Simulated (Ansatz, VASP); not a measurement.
**In3Se: VASP beside Ansatz**

INCAR

```
SYSTEM = In3Se
ALGO = Normal
EDIFF = 1E-7
ENCUT = 520
GGA = PE
ISIF = 2
ISMEAR = 0
LASPH = .True.
LCHARG = .True.
LELF = .True.
LREAL = .False.
LVHAR = .True.
LWAVE = .False.
NBANDS = 30
NELM = 100
PREC = Accurate
SIGMA = 0.1
```

File KPOINTS:

```
k-points
0
Gamma
  10 10 10
  0 0 0
```

Contents of POSCAR:

```
In3Se
1.0
    4.9205853946      0.0000000000      0.0000000000
    0.0000000000      4.9205853946      0.0000000000
    0.0000000000      0.0000000000      4.9205853946
In Se
3 1
Direct
    0.0000000000      0.5000000000      0.5000000000
    0.5000000000      0.0000000000      0.5000000000
    0.5000000000      0.5000000000      0.0000000000
    0.0000000000      0.0000000000      0.0000000000
```

Input for Ansatz:

```yaml
crystal:
  lattice:
    - [4.9205853946, 0.0, 0.0]
    - [0.0, 4.9205853946, 0.0]
    - [0.0, 0.0, 4.9205853946]
  atoms:
    - { symbol: In, position: [0.0, 0.5, 0.5] }
    - { symbol: In, position: [0.5, 0.0, 0.5] }
    - { symbol: In, position: [0.5, 0.5, 0.0] }
    - { symbol: Se, position: [0.0, 0.0, 0.0] }
basis:
  ecutwfc: 420
kpoints:
  mp_grid: { grid: [10, 10, 10] }
hamiltonian:
  xc: pbe
scf:
  occupations: { method: gaussian, width: 0.1 }
output:
  forces: true
  stress: true
  eigenvalues: true
```

Alike in both runs: task single point; functional PBE; k mesh 10 × 10 × 10; occupations gaussian, width 0.1 eV; no spin polarisation.

```csv
,VASP,Ansatz
version,VASP 6.6.1,Ansatz 0.2.0
potentials or method,"VASP PAW PBE potentials, release 64 (In_d, Se), cutoff 520 eV","scalar-relativistic, plane waves, PAW"
valence electrons in the cell,45,55
```

|  | VASP | Ansatz | Ansatz less VASP |
| --- | --- | --- | --- |
| gap on the k mesh at the Fermi level (eV) | none | none | - |
| pressure (GPa) | -2.3 | -2.3 | 0.00 |

A gap of «none» marks a metal or a gap that the smearing closes. VASP's potentials hold 45 valence electrons a cell and Ansatz's 55, so a difference there can come from the potentials and not from the codes.
